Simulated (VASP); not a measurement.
# Ag2O3 (Pn-3m) in VASP: notebook, part 2 of 2

VASP 6.6.1. The steps go on from the part before.

### 3 Single point, r2SCAN

This run uses another cell than the first one, of 12.17 Å³/atom.

The input, POSCAR:

```
Ag2O3
1.0
    4.9549996000      0.0000000000      0.0000000000
    0.0000000000      4.9549996000      0.0000000000
    0.0000000000      0.0000000000      4.9549996000
Ag O
4 6
Direct
    0.2500000000      0.2500000000      0.2500000000
    0.2500000000      0.7500000000      0.7500000000
    0.7500000000      0.7500000000      0.2500000000
    0.7500000000      0.2500000000      0.7500000000
    0.5000000000      0.0000000000      0.0000000000
    0.5000000000      0.0000000000      0.5000000000
    0.0000000000      0.5000000000      0.0000000000
    0.5000000000      0.5000000000      0.0000000000
    0.0000000000      0.5000000000      0.5000000000
    0.0000000000      0.0000000000      0.5000000000
```

The input, INCAR.step1:

```
SYSTEM = Ag2O3
PREC     = Accurate       ! precision mode
ENCUT    = 520            ! plane-wave cutoff, eV
ISMEAR   = -1             ! smearing method
SIGMA    = 0.1            ! smearing width, eV
LREAL    = .False.        ! projectors in reciprocal space
LASPH    = .True.         ! aspherical terms in the spheres
NELM     = 100            ! most SCF steps
NBANDS   = 51             ! bands
GGA      = PE             ! functional
ALGO     = Normal         ! electronic algorithm
EDIFF    = 1E-4           ! SCF threshold, eV
LWAVE    = .True.         ! write WAVECAR
LCHARG   = .False.        ! write CHGCAR
```

The input, INCAR.step2:

```
SYSTEM = Ag2O3
PREC     = Accurate       ! precision mode
ENCUT    = 520            ! plane-wave cutoff, eV
EDIFF    = 1E-6           ! SCF threshold, eV
ISMEAR   = -1             ! smearing method
SIGMA    = 0.1            ! smearing width, eV
LREAL    = .False.        ! projectors in reciprocal space
LASPH    = .True.         ! aspherical terms in the spheres
NELM     = 100            ! most SCF steps
ALGO     = Normal         ! electronic algorithm
ISIF     = 2              ! what is computed and relaxed
LWAVE    = .False.        ! write WAVECAR
LCHARG   = .True.         ! write CHGCAR
METAGGA  = R2SCAN         ! meta-GGA
LMIXTAU  = .True.       
LELF     = .True.         ! ELF
LVHAR    = .True.       
NBANDS   = 51             ! bands
ISTART   = 1
```

The input, KPOINTS:

```
regular mesh
0
Gamma
  7 7 7
  0 0 0
```

Potentials or basis: VASP PAW PBE potentials, release 64 (Ag, O).

Launch:

```sh
cat potpaw_PBE.64/Ag/POTCAR potpaw_PBE.64/O/POTCAR > POTCAR
cp INCAR.step1 INCAR
mpirun -np 1 vasp_std > vasp.out
cp INCAR.step2 INCAR
mpirun -np 1 vasp_std > vasp.out
```

OUTCAR:

```text
SYSTEM = Ag2O3
   PREC = Accurate
   ENCUT = 520
   EDIFF = 1E-6
   ISMEAR = -1
   LREAL = .False.
   LASPH = .True.
   NELM = 100
   ISIF = 2
   METAGGA = R2SCAN
   ISTART = 1

 ion  position               nearest neighbor table
   1  0.250  0.250  0.250-   5 2.15   6 2.15   7 2.15   8 2.15   9 2.15  10 2.15   2 3.50   3 3.50
                             4 3.50   2 3.50   4 3.50   2 3.50   3 3.50   2 3.50   3 3.50   4 3.50
   2  0.250  0.750  0.750-   5 2.15   6 2.15   7 2.15   8 2.15   9 2.15  10 2.15   1 3.50   3 3.50
                             4 3.50   1 3.50   3 3.50   1 3.50   4 3.50   1 3.50   3 3.50   4 3.50
   3  0.750  0.750  0.250-   5 2.15   6 2.15   7 2.15   8 2.15   9 2.15  10 2.15   1 3.50   2 3.50
                             4 3.50   2 3.50   4 3.50   1 3.50   4 3.50   4 3.50   1 3.50   2 3.50
   4  0.750  0.250  0.750-   5 2.15   6 2.15   7 2.15   8 2.15   9 2.15  10 2.15   1 3.50   2 3.50
                             3 3.50   1 3.50   3 3.50   2 3.50   3 3.50   3 3.50   1 3.50   2 3.50
   5  0.500  0.000  0.000-   1 2.15   2 2.15   3 2.15   4 2.15
   6  0.500  0.000  0.500-   1 2.15   2 2.15   3 2.15   4 2.15
   7  0.000  0.500  0.000-   1 2.15   2 2.15   3 2.15   4 2.15
   8  0.500  0.500  0.000-   1 2.15   2 2.15   3 2.15   4 2.15
   9  0.000  0.500  0.500-   1 2.15   2 2.15   3 2.15   4 2.15
  10  0.000  0.000  0.500-   1 2.15   2 2.15   3 2.15   4 2.15

  LATTYP: Found a simple cubic cell.
 ALAT       =     4.9549996000

  Lattice vectors:

 A1 = (   4.9549996000,   0.0000000000,   0.0000000000)
 A2 = (   0.0000000000,   4.9549996000,   0.0000000000)
 A3 = (   0.0000000000,   0.0000000000,   4.9549996000)

Analysis of symmetry for initial positions (statically):
=====================================================================
 Subroutine PRICEL returns:
 Original cell was already a primitive cell.

 Routine SETGRP: Setting up the symmetry group for a
 simple cubic supercell.

 Subroutine GETGRP returns: Found 48 space group operations
 (whereof 24 operations were pure point group operations)
 out of a pool of 48 trial point group operations.

The static configuration has the point symmetry T_d .
 The point group associated with its full space group is O_h .

Analysis of symmetry for dynamics (positions and initial velocities):
=====================================================================
 Subroutine PRICEL returns:
 Original cell was already a primitive cell.

 Routine SETGRP: Setting up the symmetry group for a
 simple cubic supercell.

 Subroutine GETGRP returns: Found 48 space group operations
 (whereof 24 operations were pure point group operations)
 out of a pool of 48 trial point group operations.

The dynamic configuration has the point symmetry T_d .
 The point group associated with its full space group is O_h .

 Subroutine INISYM returns: Found 48 space group operations
 (whereof 24 operations are pure point group operations),
 and found     1 'primitive' translations

----------------------------------------------------------------------------------------

                                     Primitive cell

  volume of cell :     121.6553

  direct lattice vectors                    reciprocal lattice vectors
     4.954999600  0.000000000  0.000000000     0.201816363  0.000000000  0.000000000
     0.000000000  4.954999600  0.000000000     0.000000000  0.201816363  0.000000000
     0.000000000  0.000000000  4.954999600     0.000000000  0.000000000  0.201816363

  length of vectors
[... 78 lines left out ...]
   dimension x,y,z NGX =    40 NGY =   40 NGZ =   40
   dimension x,y,z NGXF=    80 NGYF=   80 NGZF=   80
   ions per type =               4   6
   NGX,Y,Z   is equivalent  to a cutoff of  13.42, 13.42, 13.42 a.u.
   NGXF,Y,Z  is equivalent  to a cutoff of  26.84, 26.84, 26.84 a.u.
 SYSTEM =  Ag2O3
   PREC   = accura    normal or accurate (medium, high low for compatibility)
   ISTART =      1    job   : 0-new  1-cont  2-samecut
   ICHARG =      0    charge: 1-file 2-atom 10-const
   ISPIN  =      1    spin polarized calculation?
   LNONCOLLINEAR =      F non collinear calculations
   LSORBIT =      F    spin-orbit coupling
   LASPH  =      T    aspherical Exc in radial PAW
   ENCUT  =  520.0 eV  38.22 Ry    6.18 a.u.   9.21  9.21  9.21*2*pi/ulx,y,z
   NELM   =    100;   NELMIN=  2; NELMDL=  0     # of ELM steps
   EDIFF  = 0.1E-05   stopping-criterion for ELM
   LREAL  =      F    real-space projection
   EDIFFG = 0.1E-04   stopping-criterion for IOM
   NSW    =      0    number of steps for IOM
   IBRION =     -1    ionic relax: 0-MD 1-quasi-New 2-CG
   NFREE  =      0    steps in history (QN), initial steepest desc. (CG)
   ISIF   =      2    stress and relaxation
   ISYM   =      2    0-nonsym 1-usesym 2-fastsym
   POTIM  = 0.5000    time-step for ionic-motion
   TEBEG  =    0.0;   TEEND  =   0.0 temperature during run
   PSTRESS=    0.0 pullay stress
   NELECT =      80.0000    total number of electrons
   NUPDOWN=      -1.0000    fix difference up-down
   EMIN   =  10.00;   EMAX   =-10.00  energy-range for DOS
   EFERMI =   0.00;   METHOD = LEGACY
   ISMEAR =    -1;   SIGMA  =   0.10  broadening in eV -4-tet -1-fermi 0-gaus
   EFERMI_NEDOS =   21; number of points for ismear=-14 and -15
   IALGO  =     38    algorithm
   IMIX   =      4    mixing-type and parameters
     AMIX     =   0.40;   BMIX     =  1.00
     AMIX_MAG =   1.60;   BMIX_MAG =  1.00
  volume/ion in A,a.u.               =      12.17        82.10
  Fermi-wavevector in a.u.,A,eV,Ry     =   1.423621  2.690255 27.574902  2.026698
  Thomas-Fermi vector in A             =   2.544200
   LORBIT       =      0    0 simple, 1 ext, 2 COOP (PROOUT), +10 PAW based schemes
   METAGGA = R2SCAN    functional components
   LHFCALC =     F    Hartree Fock is set to
   AEXX    =    0.0000 exact exchange contribution
   IVDW    =     0    specifies the selected vdW correction
   LEPSILON=     F    determine dielectric tensor
   LRPA    =     F    only Hartree local field effects (RPA)
 non-spin polarized calculation
  energy-cutoff  :      520.00
  volume of cell :      121.66
 maximum number of plane-waves:      3292
 NGX is ok and might be reduce to    40
   NGX = 19   NGY = 19   NGZ = 19

 number of electron      79.9999993 magnetization

 Free energy of the ion-electron system (eV)
  ---------------------------------------------------
  ext. energy  EPLUGINS =         0.00000000
  ---------------------------------------------------
  free energy    TOTEN  =      -119.44187162 eV

  energy without entropy =     -119.20786195  energy(sigma->0) =     -119.32486679

 E-fermi :   5.1732     XC(G=0): -12.0981

 val. band max:        5.1639860993   @ k =   0.2857   0.2857   0.2857
 cond. band min:       5.2232442520   @ k =   0.2857   0.2857   0.0000
 fundamental gap:      0.0592581527
 Fermi energy:         5.1731928044

 k-point     1 :       0.0000    0.0000    0.0000
  band No.  band energies     occupation
      1     -15.3563      2.00000
      2     -14.3177      2.00000
      3     -14.3177      2.00000
      4     -13.7580      2.00000
      5     -13.7580      2.00000
      6     -12.9699      2.00000
[... 1069 lines left out ...]
     50      13.9512      0.00000
     51      13.9512      0.00000

------------------------ aborting loop because EDIFF is reached ----------------------------------------

  FORCE on cell =-STRESS in cart. coord.  units (eV):
  Direction    XX          YY          ZZ          XY          YZ          ZX
  --------------------------------------------------------------------------------------
  -------------------------------------------------------------------------------------
  Total        5.1712826      5.1712826      5.1712826     -0.0000000      0.0000000     -0.0000000
  in kB       68.1048403     68.1048403     68.1048403     -0.0000000      0.0000000     -0.0000000
  external PRESSURE =      68.1048403 kB  Pullay stress =       0.0000000 kB

 VOLUME and BASIS-vectors are now :
 -----------------------------------------------------------------------------
  energy-cutoff  :      520.00
  volume of cell :      121.66
      direct lattice vectors                 reciprocal lattice vectors
     4.954999600  0.000000000  0.000000000     0.201816363  0.000000000  0.000000000
     0.000000000  4.954999600  0.000000000     0.000000000  0.201816363  0.000000000
     0.000000000  0.000000000  4.954999600     0.000000000  0.000000000  0.201816363

 POSITION                                       TOTAL-FORCE (eV/Angst)
 -----------------------------------------------------------------------------------
      1.23875      1.23875      1.23875        -0.000000      0.000000     -0.000000
      1.23875      3.71625      3.71625        -0.000000      0.000000      0.000000
      3.71625      3.71625      1.23875         0.000000      0.000000     -0.000000
      3.71625      1.23875      3.71625        -0.000000     -0.000000      0.000000
      2.47750      0.00000      0.00000         0.000000     -0.000000     -0.000000
      2.47750      0.00000      2.47750         0.000000     -0.000000      0.000000
      0.00000      2.47750      0.00000         0.000000     -0.000000      0.000000
      2.47750      2.47750      0.00000         0.000000     -0.000000     -0.000000
      0.00000      2.47750      2.47750         0.000000     -0.000000      0.000000
      0.00000      0.00000      2.47750         0.000000     -0.000000      0.000000
 -----------------------------------------------------------------------------------
    total drift:                               -0.000000      0.000000     -0.000000

  FREE ENERGIE OF THE ION-ELECTRON SYSTEM (eV)
  ---------------------------------------------------
  free  energy   TOTEN  =      -119.4418716173 eV

  energy  without entropy=     -119.2078619549  energy(sigma->0) =     -119.32486679
```

Run time: 10 min. Hardware: 1 thread of Intel Xeon 8259CL, shared host; peak memory 0.31 GiB.

Results:

```yaml
Free_energy: -119.4419 eV
Pressure: 6.8 GPa
Band_gap_on_the_k_mesh: zero (bands 40 and 41 overlap by 0.87 eV)
```

Levels at points of the mesh, in eV from the Fermi level:
```csv
k point,band 37,band 38,band 39,band 40,band 41,band 42,band 43,band 44
"(0.00, 0.00, 0.00)",-1.21,-1.21,0.64,0.64,0.64,0.67,0.67,0.67
```

Caveat: the cell stands under pressure; the PAW data sets were made with another functional, which shifts forces and pressure a little.

### 4 Single point, r2SCAN

This run uses another cell than the first one, of 12.42 Å³/atom.

Changes to POSCAR since step 3:

```diff
@@ -2,5 +2,5 @@
 1.0
-    4.9549996000      0.0000000000      0.0000000000
-    0.0000000000      4.9549996000      0.0000000000
-    0.0000000000      0.0000000000      4.9549996000
+    4.9891731000      0.0000000000      0.0000000000
+    0.0000000000      4.9891731000      0.0000000000
+    0.0000000000      0.0000000000      4.9891731000
 Ag O
```

The input, INCAR.step1:

```
PREC = Accurate
ENCUT = 520
ISMEAR = -1
SIGMA = 0.1
LREAL = F
LASPH = T
NELM = 60
NBANDS = 51
GGA = PE
ALGO = Normal
EDIFF = 1E-4
LWAVE = T
LCHARG = F
```

The input, INCAR.step2:

```
PREC = Accurate
ENCUT = 520
EDIFF = 1E-7
ISMEAR = -1
SIGMA = 0.1
LREAL = F
LASPH = T
NELM = 60
ALGO = Normal
ISIF = 2
LWAVE = F
LCHARG = F
METAGGA = R2SCAN
LMIXTAU = T
NBANDS = 51
ISTART = 1
```

The input, KPOINTS:

```
Automatic mesh
0
Gamma
  7 7 7
```

Launch:

```sh
cat potpaw_PBE.64/Ag/POTCAR potpaw_PBE.64/O/POTCAR > POTCAR
cp INCAR.step1 INCAR
mpirun -np 1 vasp_std > vasp.out
cp INCAR.step2 INCAR
mpirun -np 1 vasp_std > vasp.out
```

Wall time 7.3 min (1 thread of Intel Xeon 8259CL, shared host); peak memory 0.31 GiB.

Results (log left out):

* Free energy: -119.5241 eV
* Pressure: 3.3 GPa
* Band gap on the k mesh: zero (bands 40 and 41 overlap by 0.86 eV)

Levels at points of the mesh, in eV from the Fermi level:
| k point | band 36 | band 37 | band 38 | band 39 | band 40 | band 41 | band 42 | band 43 | band 44 | band 45 |
| --- | --- | --- | --- | --- | --- | --- | --- | --- | --- | --- |
| (0.00, 0.00, 0.00) | -1.14 | -1.14 | -1.14 | 0.63 | 0.63 | 0.63 | 0.64 | 0.64 | 0.64 | 2.80 |

Caveat: the cell stands under pressure; the PAW data sets were made with another functional, which shifts forces and pressure a little.

### 5 Single point, r2SCAN

This run uses another cell than the first one, of 12.67 Å³/atom.

Changes to POSCAR since step 4:

```diff
@@ -2,5 +2,5 @@
 1.0
-    4.9891731000      0.0000000000      0.0000000000
-    0.0000000000      4.9891731000      0.0000000000
-    0.0000000000      0.0000000000      4.9891731000
+    5.0228847469      0.0000000000      0.0000000000
+    0.0000000000      5.0228847469      0.0000000000
+    0.0000000000      0.0000000000      5.0228847469
 Ag O
```

The input, INCAR.step1:

```
SYSTEM = Ag2O3
PREC     = Accurate       ! precision mode
ENCUT    = 520            ! plane-wave cutoff, eV
ISMEAR   = -1             ! smearing method
SIGMA    = 0.1            ! smearing width, eV
LREAL    = .False.        ! projectors in reciprocal space
LASPH    = .True.         ! aspherical terms in the spheres
NELM     = 60             ! most SCF steps
NBANDS   = 51             ! bands
GGA      = PE             ! functional
ALGO     = Normal         ! electronic algorithm
EDIFF    = 1E-4           ! SCF threshold, eV
LWAVE    = .True.         ! write WAVECAR
LCHARG   = .False.        ! write CHGCAR
```

The input, INCAR.step2:

```
SYSTEM = Ag2O3
PREC     = Accurate       ! precision mode
ENCUT    = 520            ! plane-wave cutoff, eV
EDIFF    = 1E-7           ! SCF threshold, eV
ISMEAR   = -1             ! smearing method
SIGMA    = 0.1            ! smearing width, eV
LREAL    = .False.        ! projectors in reciprocal space
LASPH    = .True.         ! aspherical terms in the spheres
NELM     = 60             ! most SCF steps
ALGO     = Normal         ! electronic algorithm
ISIF     = 2              ! what is computed and relaxed
LWAVE    = .False.        ! write WAVECAR
LCHARG   = .False.        ! write CHGCAR
METAGGA  = R2SCAN         ! meta-GGA
LMIXTAU  = .True.       
NBANDS   = 51             ! bands
ISTART   = 1
```

The input, KPOINTS:

```
Automatic mesh
0
Gamma
  7 7 7
  0 0 0
```

Launch:

```sh
cat potpaw_PBE.64/Ag/POTCAR potpaw_PBE.64/O/POTCAR > POTCAR
cp INCAR.step1 INCAR
mpirun -np 1 vasp_std > vasp.out
cp INCAR.step2 INCAR
mpirun -np 1 vasp_std > vasp.out
```

Wall time 7.4 min (1 thread of Intel Xeon 8259CL, shared host); peak memory 0.31 GiB.

The run converged. Its results:

```
Free energy            : -119.5532 eV
Pressure               : 0.1 GPa
Band gap on the k mesh : zero (bands 40 and 41 overlap by 0.83 eV)
```

Levels at points of the mesh, in eV from the Fermi level:
```csv
k point,band 36,band 37,band 38,band 39,band 40,band 41,band 42,band 43,band 44,band 45
"(0.00, 0.00, 0.00)",-1.08,-1.08,-1.08,0.62,0.62,0.62,0.63,0.63,0.63,2.76
```

Caveat: the PAW data sets were made with another functional, which shifts forces and pressure a little.

### 6 Overview

| cell | gap on the mesh (eV) | pressure (GPa) |
| --- | --- | --- |
| a = 4.920 Å, 10 atoms | none | 10.8 |
| a = 4.955 Å, 10 atoms | none | 6.8 |
| a = 4.989 Å, 10 atoms | none | 3.3 |
| a = 5.023 Å, 10 atoms | none | 0.1 |

Alike in all rows: task single point; level r2SCAN; potentials or basis VASP PAW PBE potentials, release 64 (Ag, O); no spin polarisation; k mesh 7 × 7 × 7; cutoff (eV) 520; smearing fermi-dirac 0.1 eV.

Caveats: the PAW data sets were made with another functional, which shifts forces and pressure a little; the cell stands under pressure (at least some runs).

Absolute energies hang on the potentials; compare differences alone.

The gap in the log of VASP goes by the Fermi energy; the results here count the filled bands.